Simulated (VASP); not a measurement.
Input of a VASP 6.6.1 run:

INCAR

```
SYSTEM = Si47C49
ALGO     = Normal         ! electronic algorithm
EDIFF    = 1E-7           ! SCF threshold, eV
EDIFFG   = -0.03          ! ionic threshold
ENCUT    = 520            ! plane-wave cutoff, eV
GGA      = PS             ! functional
GGA_COMPAT= .FALSE.      
IBRION   = 2              ! ionic algorithm
ISIF     = 2              ! what is computed and relaxed
ISMEAR   = -1             ! smearing method
ISYM     = -1           
KPAR     = 1            
LASPH    = .TRUE.         ! aspherical terms in the spheres
LCHARG   = .FALSE.        ! write CHGCAR
LREAL    = Auto         
LWAVE    = .FALSE.        ! write WAVECAR
NELECT   = 386.0        
NELM     = 120            ! most SCF steps
NELMIN   = 4            
NSW      = 100            ! ionic steps
PREC     = Accurate       ! precision mode
SIGMA    = 0.05           ! smearing width, eV
```

The input KPOINTS:

```
explicit points
1
Reciprocal
  0.25000000   0.25000000   0.25000000 1
```

Contents of POSCAR:

```
Si47C49
1.0
    9.2342040000      0.0000000000      0.0000000000
    0.0000000000     10.6627400000      0.0000000000
    0.0000000000      0.0000000000     10.0759470000
Si C
47 49
Direct
    0.9979400000      0.0014560000      0.5005320000
    0.3316870000      0.0035530000      0.4992280000
    0.1672230000      0.2496450000      0.5002230000
    0.9989850000      0.5001830000      0.4992220000
    0.6657930000      0.9999290000      0.5029260000
    0.5014600000      0.2497290000      0.4968890000
    0.1664480000      0.7494080000      0.4972140000
    0.8322200000      0.2498430000      0.5013040000
    0.6680320000      0.5011570000      0.5003020000
    0.5015840000      0.7479200000      0.4970100000
    0.8311390000      0.7481650000      0.4990390000
    0.0016800000      0.1681590000      0.2475350000
    0.3319560000      0.1672880000      0.2480430000
    0.1649220000      0.4180020000      0.2488620000
    0.0021810000      0.6650470000      0.2475840000
    0.6648840000      0.1662550000      0.2449980000
    0.5005420000      0.4182310000      0.2492910000
    0.3286570000      0.6679610000      0.2493160000
    0.1681000000      0.9197070000      0.2504930000
    0.8338520000      0.4149990000      0.2493570000
    0.6674270000      0.6663950000      0.2474670000
    0.5003390000      0.9184350000      0.2481010000
    0.8353620000      0.9181350000      0.2536270000
    0.1683220000      0.0865560000      0.7492850000
    0.9989190000      0.3331430000      0.7501520000
    0.5006740000      0.0838620000      0.7502130000
    0.3312570000      0.3352580000      0.7497220000
    0.1673760000      0.5838230000      0.7524770000
    0.0005810000      0.8357860000      0.7495760000
    0.8334030000      0.0862400000      0.7525100000
    0.6718810000      0.3340020000      0.7515800000
    0.5021660000      0.5842850000      0.7483960000
    0.3366380000      0.8343240000      0.7478870000
    0.8338670000      0.5823520000      0.7490110000
    0.6661430000      0.8307470000      0.7492250000
    0.0003080000      0.0019130000      0.0007270000
    0.3330210000      0.9995510000      0.0017140000
    0.1677980000      0.2504100000      0.9988850000
    0.9983690000      0.5000550000      0.0001500000
    0.6665590000      0.0019420000      0.9963850000
    0.4987870000      0.2509760000      0.0011210000
    0.3309120000      0.5006560000      0.0024360000
    0.1684330000      0.7476830000      0.0011930000
    0.8368750000      0.2461340000      0.9978350000
    0.6670480000      0.4964780000      0.0002610000
    0.5038930000      0.7486020000      0.9999810000
    0.8320890000      0.7478000000      0.0011400000
    0.3346590000      0.5010360000      0.4996410000
    0.9968220000      0.0005350000      0.1878440000
    0.3320320000      0.0027950000      0.1916580000
    0.1655730000      0.2503030000      0.1882460000
    0.9986890000      0.4982330000      0.1881860000
    0.6701000000      0.9983350000      0.1867510000
    0.4994540000      0.2499190000      0.1865140000
    0.3327280000      0.4985300000      0.1872870000
    0.1655110000      0.7531400000      0.1873270000
    0.8277260000      0.2504850000      0.1868240000
    0.6685630000      0.5005940000      0.1892190000
    0.5000930000      0.7488550000      0.1892600000
    0.8326470000      0.7505930000      0.1828590000
    0.0005810000      0.9984410000      0.6906060000
    0.3324860000      0.9989920000      0.6859570000
    0.1679760000      0.2491060000      0.6839440000
    0.0007810000      0.5002190000      0.6840050000
    0.6643170000      0.9966910000      0.6879830000
    0.5026860000      0.2529910000      0.6878380000
    0.3384510000      0.4972600000      0.6891100000
    0.1630360000      0.7487640000      0.6880450000
    0.8347100000      0.2515570000      0.6879550000
    0.6668980000      0.4992020000      0.6891130000
    0.4962750000      0.7488480000      0.6910500000
    0.8316270000      0.7510370000      0.6880510000
    0.0029850000      0.1662480000      0.4374870000
    0.3329520000      0.1709310000      0.4401500000
    0.1689430000      0.4158100000      0.4392790000
    0.0026850000      0.6649280000      0.4408610000
    0.6675800000      0.1650550000      0.4404800000
    0.5016330000      0.4160260000      0.4404010000
    0.3317260000      0.6644090000      0.4373140000
    0.1666730000      0.9177540000      0.4361760000
    0.8288880000      0.4194270000      0.4355310000
    0.6705930000      0.6690590000      0.4389830000
    0.4978400000      0.9166640000      0.4387080000
    0.8307140000      0.9153470000      0.4399180000
    0.1680040000      0.0840640000      0.9350230000
    0.0012040000      0.3327300000      0.9326430000
    0.4974730000      0.0831330000      0.9357580000
    0.3324690000      0.3339310000      0.9359020000
    0.1670040000      0.5829340000      0.9401100000
    0.9997760000      0.8380230000      0.9376910000
    0.8354960000      0.0834240000      0.9367330000
    0.6664470000      0.3324390000      0.9384910000
    0.4997890000      0.5837730000      0.9386810000
    0.3322130000      0.8320330000      0.9375440000
    0.8378690000      0.5812420000      0.9375350000
    0.6683430000      0.8319200000      0.9418310000
```

Potentials or basis: VASP PAW PBE potentials, release 64 (Si, C).

Launch:

```sh
$ cat potpaw_PBE.64/Si/POTCAR potpaw_PBE.64/C/POTCAR > POTCAR
$ mpirun -np 4 vasp_std > vasp.out
```

(1) Estimate the energy gained by relaxing.

## Answers

(1) 26.6 meV/atom.

Caveat: the cell carries a net charge on a neutralising background, which shifts energy and pressure.
